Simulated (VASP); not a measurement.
# Si in VASP: further runs

The runs below take Si through relaxation of cell and atoms, single point, with PBE.

Everything below comes from runs of VASP 6.6.1. Logs are shortened: lines on timing, memory, paths and dates and some standing lists are left out, and cuts for length are marked.

### 1 The cell of the first run

The cell holds a slab with vacuum, 12 atoms: a = 2.848 Å, b = 2.848 Å, c = 34.198 Å, α = 90.00°, β = 90.00°, γ = 120.00°.

### 2 Relaxation of cell and atoms, PBE

INCAR reads:

```
SYSTEM = Si
  PREC = Accurate
  ENCUT = 600
  EDIFF = 1E-6
  ISMEAR = 0
  SIGMA = 0.1
  LREAL = .False.
  LASPH = .True.
  NELM = 100
  ALGO = Normal
  ISIF = 3
  LWAVE = .False.
  LCHARG = .False.
  GGA = PE
  IBRION = 2
  NSW = 90
  EDIFFG = -0.04
```

KPOINTS reads:

```
Automatic mesh
0
Gamma
  6 6 1
  0 0 0
```

POSCAR reads:

```
Si
1.0
    2.8481709200      0.0000000000      0.0000000000
   -1.4240854600      2.4665883700      0.0000000000
    0.0000000000      0.0000000000     34.1976234200
Si
12
Direct
    0.6666666700      0.3333333300      0.6327907200
    0.6666666700      0.3333333300      0.1327908400
    0.6666666700      0.3333333300      0.3672091600
    0.6666666700      0.3333333300      0.8672092800
    0.0000000000      0.0000000000      0.2500000000
    0.3333333300      0.6666666700      0.8672091600
    0.0000000000      0.0000000000      0.7500000000
    0.6666666700      0.3333333300      0.2500000000
    0.3333333300      0.6666666700      0.3672092800
    0.3333333300      0.6666666700      0.7500000000
    0.3333333300      0.6666666700      0.1327907200
    0.3333333300      0.6666666700      0.6327908400
```

Potentials or basis: VASP PAW PBE potentials, release 64 (Si).

Launch:

```sh
> cat potpaw_PBE.64/Si/POTCAR > POTCAR
> mpirun -np 1 vasp_std > vasp.out
```

OUTCAR:

```text
SYSTEM = Si
   PREC = Accurate
   ENCUT = 600
   EDIFF = 1E-6
   ISMEAR = 0
   LREAL = .False.
   LASPH = .True.
   NELM = 100
   ISIF = 3
   GGA = PE
   IBRION = 2
   NSW = 90
   EDIFFG = -0.04

 ion  position               nearest neighbor table
   1  0.667  0.333  0.633-  12 1.64  12 1.64  12 1.64
   2  0.667  0.333  0.133-  11 1.64  11 1.64  11 1.64
   3  0.667  0.333  0.367-   9 1.64   9 1.64   9 1.64
   4  0.667  0.333  0.867-   6 1.64   6 1.64   6 1.64
   5  0.000  0.000  0.250-   8 1.64   8 1.64   8 1.64
   6  0.333  0.667  0.867-   4 1.64   4 1.64   4 1.64
   7  0.000  0.000  0.750-  10 1.64  10 1.64  10 1.64
   8  0.667  0.333  0.250-   5 1.64   5 1.64   5 1.64
   9  0.333  0.667  0.367-   3 1.64   3 1.64   3 1.64
  10  0.333  0.667  0.750-   7 1.64   7 1.64   7 1.64
  11  0.333  0.667  0.133-   2 1.64   2 1.64   2 1.64
  12  0.333  0.667  0.633-   1 1.64   1 1.64   1 1.64

  LATTYP: Found a hexagonal cell.
 ALAT       =     2.8481709200
 C/A-ratio  =    12.0068719120

  Lattice vectors:

 A1 = (   2.8481709200,   0.0000000000,   0.0000000000)
 A2 = (  -1.4240854600,   2.4665883700,   0.0000000000)
 A3 = (   0.0000000000,   0.0000000000,  34.1976234200)

Analysis of symmetry for initial positions (statically):
=====================================================================
 Subroutine PRICEL returns:
 Original cell was already a primitive cell.

 Routine SETGRP: Setting up the symmetry group for a
 hexagonal supercell.

 Subroutine GETGRP returns: Found 24 space group operations
 (whereof 12 operations were pure point group operations)
 out of a pool of 24 trial point group operations.

The static configuration has the point symmetry D_3d.
 The point group associated with its full space group is D_6h.

Analysis of symmetry for dynamics (positions and initial velocities):
=====================================================================
 Subroutine PRICEL returns:
 Original cell was already a primitive cell.

 Routine SETGRP: Setting up the symmetry group for a
 hexagonal supercell.

 Subroutine GETGRP returns: Found 24 space group operations
 (whereof 12 operations were pure point group operations)
 out of a pool of 24 trial point group operations.

The dynamic configuration has the point symmetry D_3d.
 The point group associated with its full space group is D_6h.

 Subroutine INISYM returns: Found 24 space group operations
 (whereof 12 operations are pure point group operations),
 and found     1 'primitive' translations

----------------------------------------------------------------------------------------

                                     Primitive cell

  volume of cell :     240.2474

  direct lattice vectors                    reciprocal lattice vectors
     2.848170920  0.000000000  0.000000000     0.351102524  0.202709137  0.000000000
    -1.424085460  2.466588370  0.000000000     0.000000000  0.405418274  0.000000000
     0.000000000  0.000000000 34.197623420     0.000000000  0.000000000  0.029241798

  length of vectors
     2.848170920  2.848170919 34.197623420     0.405418274  0.405418274  0.029241798

  position of ions in fractional coordinates (direct lattice)
     0.666666670  0.333333330  0.632790720
     0.666666670  0.333333330  0.132790840
     0.666666670  0.333333330  0.367209160
     0.666666670  0.333333330  0.867209280
     0.000000000  0.000000000  0.250000000
     0.333333330  0.666666670  0.867209160
     0.000000000  0.000000000  0.750000000
     0.666666670  0.333333330  0.250000000
     0.333333330  0.666666670  0.367209280
     0.333333330  0.666666670  0.750000000
     0.333333330  0.666666670  0.132790720
     0.333333330  0.666666670  0.632790840

  ion indices of the primitive-cell ions
   primitive index   ion index
                 1           1
                 2           2
                 3           3
                 4           4
                 5           5
                 6           6
                 7           7
                 8           8
                 9           9
                10          10
                11          11
                12          12

----------------------------------------------------------------------------------------

 KPOINTS: Automatic mesh

Automatic generation of k-mesh.
 Grid dimensions read from file:
 generate k-points for:    6    6    1

 Generating k-lattice:

  Cartesian coordinates                     Fractional coordinates (reciprocal lattice)
     0.058517087  0.033784856  0.000000000     0.166666667  0.000000000  0.000000000
     0.000000000  0.067569712  0.000000000     0.000000000  0.166666667  0.000000000
     0.000000000  0.000000000  0.029241798     0.000000000  0.000000000  1.000000000

  Length of vectors
     0.067569712  0.067569712  0.029241798

  Shift w.r.t. Gamma in fractional coordinates (k-lattice)
     0.000000000  0.000000000  0.000000000

 Subroutine IBZKPT returns following result:
 ===========================================

 Found      7 irreducible k-points:

 Following reciprocal coordinates:
            Coordinates               Weight
  0.000000  0.000000  0.000000      1.000000
  0.166667  0.000000  0.000000      6.000000
  0.333333  0.000000  0.000000      6.000000
  0.500000 -0.000000  0.000000      3.000000
  0.166667  0.166667  0.000000      6.000000
  0.333333  0.166667  0.000000     12.000000
  0.333333  0.333333  0.000000      2.000000
   k-points           NKPTS =      7   k-points in BZ     NKDIM =      7   number of bands    NBANDS=     31
   number of dos      NEDOS =    301   number of ions     NIONS =     12
   total plane-waves  NPLWV = 161280
   dimension x,y,z NGX =    24 NGY =   24 NGZ =  280
   dimension x,y,z NGXF=    48 NGYF=   48 NGZF=  560
   ions per type =              12
   NGX,Y,Z   is equivalent  to a cutoff of  14.01, 14.01, 13.61 a.u.
   NGXF,Y,Z  is equivalent  to a cutoff of  28.02, 28.02, 27.22 a.u.
 SYSTEM =  Si
   PREC   = accura    normal or accurate (medium, high low for compatibility)
   ISTART =      0    job   : 0-new  1-cont  2-samecut
   ICHARG =      2    charge: 1-file 2-atom 10-const
   ISPIN  =      1    spin polarized calculation?
   LNONCOLLINEAR =      F non collinear calculations
   LSORBIT =      F    spin-orbit coupling
   LASPH  =      T    aspherical Exc in radial PAW
   ENCUT  =  600.0 eV  44.10 Ry    6.64 a.u.   5.69  5.69 68.30*2*pi/ulx,y,z
   NELM   =    100;   NELMIN=  2; NELMDL= -5     # of ELM steps
   EDIFF  = 0.1E-05   stopping-criterion for ELM
   LREAL  =      F    real-space projection
   EDIFFG = -.4E-01   stopping-criterion for IOM
   NSW    =     90    number of steps for IOM
   IBRION =      2    ionic relax: 0-MD 1-quasi-New 2-CG
   NFREE  =      1    steps in history (QN), initial steepest desc. (CG)
   ISIF   =      3    stress and relaxation
   ISYM   =      2    0-nonsym 1-usesym 2-fastsym
   POTIM  = 0.5000    time-step for ionic-motion
   TEBEG  =    0.0;   TEEND  =   0.0 temperature during run
   PSTRESS=    0.0 pullay stress
   NELECT =      48.0000    total number of electrons
   NUPDOWN=      -1.0000    fix difference up-down
   EMIN   =  10.00;   EMAX   =-10.00  energy-range for DOS
   EFERMI =   0.00;   METHOD = LEGACY
   ISMEAR =     0;   SIGMA  =   0.10  broadening in eV -4-tet -1-fermi 0-gaus
   EFERMI_NEDOS =   21; number of points for ismear=-14 and -15
   IALGO  =     38    algorithm
   IMIX   =      4    mixing-type and parameters
     AMIX     =   0.40;   BMIX     =  1.00
     AMIX_MAG =   1.60;   BMIX_MAG =  1.00
  volume/ion in A,a.u.               =      20.02       135.11
  Fermi-wavevector in a.u.,A,eV,Ry     =   0.957052  1.808567 12.462245  0.915949
  Thomas-Fermi vector in A             =   2.086036
   LORBIT       =      0    0 simple, 1 ext, 2 COOP (PROOUT), +10 PAW based schemes
   GGA     = PE    functional components
   LHFCALC =     F    Hartree Fock is set to
   AEXX    =    0.0000 exact exchange contribution
   IVDW    =     0    specifies the selected vdW correction
   LEPSILON=     F    determine dielectric tensor
   LRPA    =     F    only Hartree local field effects (RPA)
 conjugate gradient relaxation of ions
 non-spin polarized calculation
 Gauss-broadening in eV      SIGMA  =   0.10
  energy-cutoff  :      600.00
  volume of cell :      240.25
 maximum number of plane-waves:      8050
 NGX is ok and might be reduce to    24
   NGX = 11   NGY = 11   NGZ =137

--------------------------------------- Ionic step        1  -------------------------------------------

 number of electron      47.9999995 magnetization

 Free energy of the ion-electron system (eV)
  ---------------------------------------------------
  ext. energy  EPLUGINS =         0.00000000
  ---------------------------------------------------
  free energy    TOTEN  =        48.17951267 eV

  energy without entropy =       48.21710682  energy(sigma->0) =       48.19830974

 E-fermi :   4.9167     XC(G=0):  -7.5759

 val. band max:        4.8609360982   @ k =   0.3333   0.3333   0.0000
 cond. band min:       4.9178333307   @ k =   0.3333   0.3333   0.0000
 fundamental gap:      0.0568972325
 Fermi energy:         4.9167466452

 k-point     1 :       0.0000    0.0000    0.0000
  band No.  band energies     occupation
      1     -10.8956      2.00000
      2     -10.8956      2.00000
      3     -10.8090      2.00000
      4     -10.8090      2.00000
      5     -10.7273      2.00000
      6     -10.7273      2.00000
[... 358 lines left out ...]
  FREE ENERGIE OF THE ION-ELECTRON SYSTEM (eV)
  ---------------------------------------------------
  free  energy   TOTEN  =       -15.3165386803 eV

  energy  without entropy=      -15.1089631094  energy(sigma->0) =      -15.21275089

 E-fermi :  -0.9576     XC(G=0):  -5.2401

 val. band max:       -0.9722624515   @ k =   0.3333   0.0000   0.0000
 cond. band min:      -0.8865157935   @ k =   0.5000  -0.0000   0.0000
 fundamental gap:      0.0857466580
 Fermi energy:        -0.9576420407

 k-point     1 :       0.0000    0.0000    0.0000
  band No.  band energies     occupation
      1      -9.5689      2.00000
      2      -9.5689      2.00000
      3      -9.3650      2.00000
      4      -9.3650      2.00000
      5      -9.2406      2.00000
      6      -9.2406      2.00000
[... 227 lines left out ...]
     30       0.5055      0.00000
     31       1.2434      0.00000

[... ionic steps 4 to 36 ...]

--------------------------------------- Ionic step       37  -------------------------------------------

 number of electron      47.9999993 magnetization

------------------------ aborting loop because EDIFF is reached ----------------------------------------

  FORCE on cell =-STRESS in cart. coord.  units (eV):
  Direction    XX          YY          ZZ          XY          YZ          ZX
  --------------------------------------------------------------------------------------
  -------------------------------------------------------------------------------------
  Total       -0.0916168     -0.0916168     -0.2873049     -0.0000000      0.0000000      0.0000000
  in kB       -0.4275261     -0.4275261     -1.3406966     -0.0000000      0.0000000      0.0000000
  external PRESSURE =      -0.7319163 kB  Pullay stress =       0.0000000 kB
[... 77 lines left out ...]
  energy  without entropy=      -58.2515445151  energy(sigma->0) =      -58.26597038

--------------------------------------- Ionic step       39  -------------------------------------------

 number of electron      47.9999995 magnetization

 Free energy of the ion-electron system (eV)
  ---------------------------------------------------
  ext. energy  EPLUGINS =         0.00000000
  ---------------------------------------------------
  free energy    TOTEN  =       -58.28195634 eV

  energy without entropy =      -58.25284858  energy(sigma->0) =      -58.26740246

 E-fermi :   2.8122     XC(G=0):  -7.4745

 val. band max:        2.6689717647   @ k =   0.1667   0.0000   0.0000
 cond. band min:       2.8380598775   @ k =   0.3333   0.0000   0.0000
 fundamental gap:      0.1690881128
 Fermi energy:         2.8121799416

 k-point     1 :       0.0000    0.0000    0.0000
  band No.  band energies     occupation
      1      -9.4094      2.00000
      2      -9.4094      2.00000
      3      -8.0843      2.00000
      4      -8.0837      2.00000
      5      -7.4067      2.00000
      6      -7.4058      2.00000
[... 266 lines left out ...]
  FREE ENERGIE OF THE ION-ELECTRON SYSTEM (eV)
  ---------------------------------------------------
  free  energy   TOTEN  =       -58.2819563399 eV

  energy  without entropy=      -58.2528485756  energy(sigma->0) =      -58.26740246

 reached required accuracy - stopping structural energy minimisation
```

It took 26 min on 1 thread of AMD EPYC 9R45 (Zen 5), shared host; peak memory 0.4 GiB.

Results:

| Item | Value |
| --- | --- |
| Free energy | -58.2820 eV |
| Relaxed cell | a = 3.905 Å, b = 3.905 Å, c = 25.979 Å, α = 90.00°, β = 90.00°, γ = 120.00° |
| Space group after relaxing (to 0.1 Å) | P6_3/mmc (No. 194) |
| Energy gained by relaxing | 8871.8 meV/atom |
| Ionic steps | 39 |
| Largest force after relaxing | 0.039 eV/Å |
| Band gap on the k mesh | zero (bands 24 and 25 overlap by 0.61 eV) |

Forces in eV/Å, atoms in the order of the input:
```
Si   0.000  0.000 -0.030
Si   0.000  0.000  0.039
Si   0.000  0.000 -0.039
Si   0.000  0.000  0.030
Si   0.000  0.000  0.000
Si   0.000  0.000 -0.039
Si   0.000  0.000  0.000
Si   0.000  0.000  0.000
Si   0.000  0.000  0.030
Si   0.000  0.000  0.000
Si   0.000  0.000 -0.030
Si   0.000  0.000  0.039
```

The path:
```
step  energy change (eV)  largest force (eV/Å)  pressure (GPa)  volume (Å³)
   1              0.0000                0.0183          184.43       240.25
   2            -61.5248                0.7706           -2.06      1707.25
   3            -63.4961                0.7200           -2.31      1585.24
   4            -65.6748                0.6700           -2.60      1467.77
   5            -90.6371                0.3830           -6.34       724.24
   6           -105.3609                0.0619            0.16       449.75
   7           -105.3524                0.0640           -0.58       454.63
   8           -105.3542                0.0662            0.53       446.99
   9           -105.3626                0.0651           -0.01       450.59
  10           -105.3640                0.0700           -0.01       450.17
  11           -105.3684                0.0850           -0.01       448.92
  12           -105.3798                0.1150            0.00       446.42
  13           -105.4119                0.1743           -0.01       441.43
  14           -105.5108                0.2785           -0.09       431.44
  15           -105.8015                0.3615           -0.45       411.48
  16           -106.1870                0.5066           -1.53       371.61
  17           -106.1803                0.2684           -1.32       379.01
  18           -106.1876                0.3477           -1.40       376.26
  19           -106.1880                0.3522           -1.40       376.08
  20           -106.1893                0.3657           -1.40       375.55
  21           -106.1915                0.3932           -1.40       374.48
  22           -106.1941                0.4509           -1.39       372.34
  23           -106.1971                0.4487           -1.36       372.02
  24           -106.2057                0.4416           -1.29       371.07
  25           -106.2218                0.4277           -1.11       369.18
  26           -106.2501                0.3994           -0.75       365.42
  27           -106.2894                0.3407            0.00       357.96
  28           -106.2879                0.1956            1.75       343.30
  29           -106.3033                0.2817            0.75       351.35
  30           -106.3279                0.2585            0.78       349.69
  31           -106.3868                0.1639            0.94       344.72
  32           -106.4150                0.1412            1.41       334.67
  33           -106.4175                0.1157            1.30       336.63
  34           -106.4448                0.1250            0.58       340.08
  35           -106.4529                0.1313           -0.14       343.67
  36           -106.4530                0.1311           -0.08       343.38
  37           -106.4552                0.1130           -0.07       343.34
  38           -106.4599                0.0605           -0.05       343.23
  39           -106.4615                0.0388           -0.01       343.00
```

Final structure:
```
Si
1.0
     3.90459    0.00000    0.00000
    -1.95230    3.38148    0.00000
     0.00000    0.00000   25.97873
Si
12
Direct
  0.66667 0.33333 0.62329
  0.66667 0.33333 0.14775
  0.66667 0.33333 0.35225
  0.66667 0.33333 0.87671
  0.00000 0.00000 0.25000
  0.33333 0.66667 0.85225
  0.00000 0.00000 0.75000
  0.66667 0.33333 0.25000
  0.33333 0.66667 0.37671
  0.33333 0.66667 0.75000
  0.33333 0.66667 0.12329
  0.33333 0.66667 0.64775
```

Caveat: the k points lie up to 0.31 Å⁻¹ apart in the final cell, too coarse for converged energies and pressures of a metal; the volume moved by over 15 % at a fixed basis, so the end points are rough.

### 3 Single point, PBE

This run uses another cell than the first one.

INCAR reads:

```
SYSTEM = Si
PREC     = Accurate       ! precision mode
ENCUT    = 520            ! plane-wave cutoff, eV
EDIFF    = 1E-7           ! SCF threshold, eV
ISMEAR   = 0              ! smearing method
SIGMA    = 0.1            ! smearing width, eV
LREAL    = .FALSE.        ! projectors in reciprocal space
LASPH    = .TRUE.         ! aspherical terms in the spheres
NELM     = 60             ! most SCF steps
ALGO     = Normal         ! electronic algorithm
ISIF     = 2              ! what is computed and relaxed
LWAVE    = .FALSE.        ! write WAVECAR
LCHARG   = .FALSE.        ! write CHGCAR
GGA      = PE             ! functional
NBANDS   = 36             ! bands
```

KPOINTS reads:

```
Automatic mesh
0
G
  12 12 2
  0 0 0
```

POSCAR reads:

```
Si
1.0
    3.8906337334      0.0000000000      0.0000000000
   -1.9453168667      3.3693876500      0.0000000000
    0.0000000000      0.0000000000     27.6396830911
Si
12
Direct
    0.6666666667      0.3333333333      0.6267158300
    0.6666666667      0.3333333333      0.1507897389
    0.6666666667      0.3333333333      0.3492102611
    0.6666666667      0.3333333333      0.8732841700
    0.0000000000      0.0000000000      0.2500000000
    0.3333333333      0.6666666667      0.8492102611
    0.0000000000      0.0000000000      0.7500000000
    0.6666666667      0.3333333333      0.2500000000
    0.3333333333      0.6666666667      0.3732841700
    0.3333333333      0.6666666667      0.7500000000
    0.3333333333      0.6666666667      0.1267158300
    0.3333333333      0.6666666667      0.6507897389
```

Potentials or basis: VASP PAW PBE potentials, release 64 (Si).

Launch:

```sh
> cat potpaw_PBE.64/Si/POTCAR > POTCAR
> mpirun -np 1 vasp_std > vasp.out
```

Wall time 6.2 min (1 thread of AMD EPYC 9R45 (Zen 5), shared host); peak memory 0.6 GiB.

Results (log left out):

```
Free energy            : -58.1925 eV
Pressure               : -0.1 GPa
Largest force          : 0.011 eV/Å
Band gap on the k mesh : zero (bands 24 and 25 overlap by 0.38 eV)
```

Forces on the atoms (eV/Å):
```
Si   0.000  0.000  0.011
Si   0.000  0.000 -0.011
Si   0.000  0.000  0.011
Si   0.000  0.000 -0.011
Si   0.000  0.000  0.000
Si   0.000  0.000  0.011
Si   0.000  0.000  0.000
Si   0.000  0.000  0.000
Si   0.000  0.000 -0.011
Si   0.000  0.000  0.000
Si   0.000  0.000  0.011
Si   0.000  0.000 -0.011
```

Levels at points of the mesh, in eV from the Fermi level:
| k point | band 21 | band 22 | band 23 | band 24 | band 25 | band 26 | band 27 | band 28 |
| --- | --- | --- | --- | --- | --- | --- | --- | --- |
| (0.00, 0.00, 0.00) | -0.67 | -0.67 | -0.63 | -0.57 | 0.38 | 0.40 | 1.89 | 1.89 |
| (0.50, 0.00, 0.00) | -1.48 | -1.48 | -0.81 | -0.80 | -0.34 | -0.34 | 0.93 | 0.93 |
| (0.00, 0.00, 0.50) | -0.67 | -0.67 | -0.60 | -0.60 | 0.39 | 0.39 | 1.89 | 1.89 |
| (0.50, 0.00, 0.50) | -1.48 | -1.48 | -0.80 | -0.80 | -0.34 | -0.34 | 0.93 | 0.93 |
